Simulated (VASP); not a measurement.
# Ge4MoW (Pmc2_1) in VASP: single point with PBE

Aim: the single point of Ge4MoW with PBE.

Program: VASP 6.6.1. These are calculated values, not measurements. Logs are shortened: lines on timing, memory, paths and dates and some standing lists are left out, and cuts for length are marked.

**1. The cell of the first run**

The structure is orthorhombic, space group Pmc2_1 (No. 26). The conventional cell has a = 3.481 Å, b = 8.623 Å, c = 6.419 Å, α = 90.00°, β = 90.00°, γ = 90.00°. Ge (site symmetry m) has 10 Ge at 2.56 to 3.56 Å and 2 Mo at 2.59 to 2.71 Å and 2 W at 2.63 Å within 3.6 Å. Ge (site symmetry m) has 10 Ge at 2.56 to 3.55 Å and 2 W at 2.60 to 2.72 Å and 2 Mo at 2.62 Å within 3.6 Å. Ge (site symmetry m) has 4 W at 2.68 to 2.71 Å and 10 Ge at 2.72 to 3.56 Å and 1 Mo at 2.88 Å within 3.6 Å. Within 3.6 Å of Ge (site symmetry m) lie 4 Mo at 2.67 to 2.72 Å and 10 Ge at 2.73 to 3.55 Å and 1 W at 2.88 Å. Mo (site symmetry m) has 9 Ge at 2.59 to 2.88 Å and 4 Mo at 3.48 to 3.49 Å within 3.5 Å. W (site symmetry m) has 9 Ge at 2.60 to 2.88 Å and 4 W at 3.48 to 3.49 Å within 3.5 Å.

**2. Single point, PBE**

INCAR reads:

```
SYSTEM = Ge4MoW
PREC = Accurate ; ENCUT = 520
EDIFF = 1E-6 ; ISMEAR = 0
SIGMA = 0.2 ; LREAL = .FALSE.
LASPH = .TRUE. ; NELM = 100
ALGO = Normal ; ISIF = 2
LWAVE = .FALSE. ; LCHARG = .FALSE.
GGA = PE ; NBANDS = 96
```

KPOINTS reads:

```
Automatic mesh
0
G
  6 4 4
  0 0 0
```

POSCAR reads:

```
Ge4MoW
1.0
   -3.4811627044      0.0000000000      0.0000000000
    0.0000000000      0.0000000000     -6.4186236260
    0.0000000000     -8.6226382994      0.0000000000
Ge Mo W
8 2 2
Direct
    0.5000000000      0.8652082060      0.7082344751
    0.0000000000      0.6354104713      0.2098893367
    0.5000000000      0.3652082060      0.2917655249
    1.0000000000      0.1354104713      0.7901106633
    0.5000000000      0.9374740450      0.1174973346
    0.0000000000      0.5615153134      0.6174755838
    0.5000000000      0.4374740450      0.8825026654
    1.0000000000      0.0615153134      0.3825244162
    0.5000000000      0.2502463903      0.5793776777
    0.5000000000      0.7502463903      0.4206223223
    0.0000000000      0.2501455738      0.0791068996
    0.0000000000      0.7501455738      0.9208931004
```

Potentials or basis: VASP PAW PBE potentials, release 64 (Ge_d, Mo_sv, W_sv).

Run with:

```
$ cat potpaw_PBE.64/Ge_d/POTCAR potpaw_PBE.64/Mo_sv/POTCAR potpaw_PBE.64/W_sv/POTCAR > POTCAR
$ mpirun -np 1 vasp_std > vasp.out
```

OUTCAR:

```text
SYSTEM = Ge4MoW
   PREC = Accurate
   ENCUT = 520
   EDIFF = 1E-6
   ISMEAR = 0
   LREAL = .FALSE.
   LASPH = .TRUE.
   NELM = 100
   ISIF = 2
   GGA = PE

 ion  position               nearest neighbor table
   1  0.500  0.865  0.708-   4 2.56   4 2.56  10 2.59  12 2.63  12 2.63   9 2.71   6 2.73   6 2.73

   2  0.000  0.635  0.210-   3 2.56   3 2.56  12 2.60  10 2.62  10 2.62  11 2.72   5 2.72   5 2.72

   3  0.500  0.365  0.292-   2 2.56   2 2.56   9 2.59  11 2.63  11 2.63  10 2.71   8 2.73   8 2.73

   4  0.000  0.135  0.790-   1 2.56   1 2.56  11 2.60   9 2.62   9 2.62  12 2.72   7 2.72   7 2.72

   5  0.500  0.937  0.117-  11 2.68  11 2.68  12 2.71  12 2.71   2 2.72   2 2.72  10 2.88
   6  0.000  0.562  0.617-   9 2.67   9 2.67  10 2.72  10 2.72   1 2.73   1 2.73  12 2.88
   7  0.500  0.437  0.883-  12 2.68  12 2.68  11 2.71  11 2.71   4 2.72   4 2.72   9 2.88
   8  0.000  0.062  0.383-  10 2.67  10 2.67   9 2.72   9 2.72   3 2.73   3 2.73  11 2.88
   9  0.500  0.250  0.579-   3 2.59   4 2.62   4 2.62   6 2.67   6 2.67   1 2.71   8 2.72   8 2.72
                             7 2.88  10 3.49  10 3.49
  10  0.500  0.750  0.421-   1 2.59   2 2.62   2 2.62   8 2.67   8 2.67   3 2.71   6 2.72   6 2.72
                             5 2.88   9 3.49   9 3.49
  11  0.000  0.250  0.079-   4 2.60   3 2.63   3 2.63   5 2.68   5 2.68   7 2.71   7 2.71   2 2.72
                             8 2.88  12 3.49  12 3.49
  12  0.000  0.750  0.921-   2 2.60   1 2.63   1 2.63   7 2.68   7 2.68   5 2.71   5 2.71   4 2.72
                             6 2.88  11 3.49  11 3.49

  LATTYP: Found a simple orthorhombic cell.
 ALAT       =     3.4811627044
 B/A-ratio  =     1.8438160382
 C/A-ratio  =     2.4769420540

  Lattice vectors:

 A1 = (  -3.4811627044,   0.0000000000,   0.0000000000)
 A2 = (   0.0000000000,   0.0000000000,  -6.4186236260)
 A3 = (   0.0000000000,  -8.6226382994,   0.0000000000)

Analysis of symmetry for initial positions (statically):
=====================================================================
 Subroutine PRICEL returns:
 Original cell was already a primitive cell.

 Routine SETGRP: Setting up the symmetry group for a
 simple orthorhombic supercell.

 Subroutine GETGRP returns: Found  4 space group operations
 (whereof  2 operations were pure point group operations)
 out of a pool of  8 trial point group operations.

The static configuration has the point symmetry C_1h.
 The point group associated with its full space group is C_2v.

Analysis of symmetry for dynamics (positions and initial velocities):
=====================================================================
 Subroutine PRICEL returns:
 Original cell was already a primitive cell.

[... 144 lines left out ...]
   EFERMI_NEDOS =   21; number of points for ismear=-14 and -15
   IALGO  =     38    algorithm
   IMIX   =      4    mixing-type and parameters
     AMIX     =   0.40;   BMIX     =  1.00
     AMIX_MAG =   1.60;   BMIX_MAG =  1.00
  volume/ion in A,a.u.               =      16.06       108.35
  Fermi-wavevector in a.u.,A,eV,Ry     =   1.564021  2.955570 33.282032  2.446160
  Thomas-Fermi vector in A             =   2.666706
   LORBIT       =      0    0 simple, 1 ext, 2 COOP (PROOUT), +10 PAW based schemes
   GGA     = PE    functional components
   LHFCALC =     F    Hartree Fock is set to
   AEXX    =    0.0000 exact exchange contribution
   IVDW    =     0    specifies the selected vdW correction
   LEPSILON=     F    determine dielectric tensor
   LRPA    =     F    only Hartree local field effects (RPA)
 non-spin polarized calculation
 Gauss-broadening in eV      SIGMA  =   0.20
  energy-cutoff  :      520.00
  volume of cell :      192.67
 maximum number of plane-waves:      5236
 NGX is ok and might be reduce to    28
   NGX = 13   NGY = 23   NGZ = 33

 number of electron     167.9999847 magnetization

 Free energy of the ion-electron system (eV)
  ---------------------------------------------------
  ext. energy  EPLUGINS =         0.00000000
  ---------------------------------------------------
  free energy    TOTEN  =       -84.60736284 eV

  energy without entropy =      -84.57405778  energy(sigma->0) =      -84.59071031

 E-fermi :   9.3888     XC(G=0): -12.5037

 val. band max:        9.3780634013   @ k =   0.1667   0.0000   0.0000
 cond. band min:       9.3950953121   @ k =   0.0000   0.2500   0.2500
 fundamental gap:      0.0170319108
 Fermi energy:         9.3888157095

 k-point     1 :       0.0000    0.0000    0.0000
  band No.  band energies     occupation
      1     -64.6334      2.00000
      2     -64.6312      2.00000
      3     -51.4596      2.00000
      4     -51.4542      2.00000
      5     -28.9406      2.00000
      6     -28.8792      2.00000
[... 2365 lines left out ...]
     95      12.5529      0.00000
     96      12.5529      0.00000

 [... further k-points ...]

------------------------ aborting loop because EDIFF is reached ----------------------------------------

  FORCE on cell =-STRESS in cart. coord.  units (eV):
  Direction    XX          YY          ZZ          XY          YZ          ZX
  --------------------------------------------------------------------------------------
  -------------------------------------------------------------------------------------
  Total        0.1351914      0.3392661      0.3947945      0.0000000      0.0000000      0.0000000
  in kB        1.1242251      2.8212703      3.2830332      0.0000000      0.0000000      0.0000000
  external PRESSURE =       2.4095095 kB  Pullay stress =       0.0000000 kB

 VOLUME and BASIS-vectors are now :
 -----------------------------------------------------------------------------
  energy-cutoff  :      520.00
  volume of cell :      192.67
      direct lattice vectors                 reciprocal lattice vectors
    -3.481162704  0.000000000  0.000000000    -0.287260345  0.000000000  0.000000000
     0.000000000  0.000000000 -6.418623626     0.000000000  0.000000000 -0.155796641
     0.000000000 -8.622638299  0.000000000     0.000000000 -0.115973785  0.000000000

 POSITION                                       TOTAL-FORCE (eV/Angst)
 -----------------------------------------------------------------------------------
     -1.74058     -6.10685     -5.55345         0.000000      0.010496     -0.000840
      0.00000     -1.80980     -4.07846         0.000000      0.018724     -0.000381
     -1.74058     -2.51579     -2.34413         0.000000     -0.010496     -0.000840
      0.00000     -6.81284     -0.86915         0.000000     -0.018724     -0.000381
     -1.74058     -1.01314     -6.01729         0.000000     -0.001848      0.025461
      0.00000     -5.32427     -3.60416         0.000000     -0.005039     -0.019549
     -1.74058     -7.60950     -2.80798         0.000000      0.001848      0.025461
      0.00000     -3.29837     -0.39484         0.000000      0.005039     -0.019549
     -1.74058     -4.99576     -1.60624         0.000000      0.001917      0.010582
     -1.74058     -3.62687     -4.81555         0.000000     -0.001917      0.010582
      0.00000     -0.68211     -1.60559         0.000000      0.000952     -0.015273
      0.00000     -7.94053     -4.81490         0.000000     -0.000952     -0.015273
 -----------------------------------------------------------------------------------
    total drift:                               -0.000000      0.000004      0.000996

  FREE ENERGIE OF THE ION-ELECTRON SYSTEM (eV)
  ---------------------------------------------------
  free  energy   TOTEN  =       -84.6073628361 eV

  energy  without entropy=      -84.5740577843  energy(sigma->0) =      -84.59071031
```

Wall time 6.7 min (1 thread of Intel Xeon 6975P-C (Granite Rapids), shared host); peak memory 0.61 GiB.

Results:

```yaml
Free_energy: -84.6074 eV
Pressure: 0.2 GPa
Largest_force: 0.026 eV/Å
Band_gap_on_the_k_mesh: zero (bands 84 and 85 overlap by 0.38 eV)
```

Forces in eV/Å, atoms in the order of the input:
```
Ge   0.000  0.010 -0.001
Ge   0.000  0.019  0.000
Ge   0.000 -0.010 -0.001
Ge   0.000 -0.019  0.000
Ge   0.000 -0.002  0.025
Ge   0.000 -0.005 -0.020
Ge   0.000  0.002  0.025
Ge   0.000  0.005 -0.020
Mo   0.000  0.002  0.011
Mo   0.000 -0.002  0.011
W    0.000  0.001 -0.015
W    0.000 -0.001 -0.015
```

Caveat: spin-orbit coupling is left out, which moves the levels of the heavy elements.
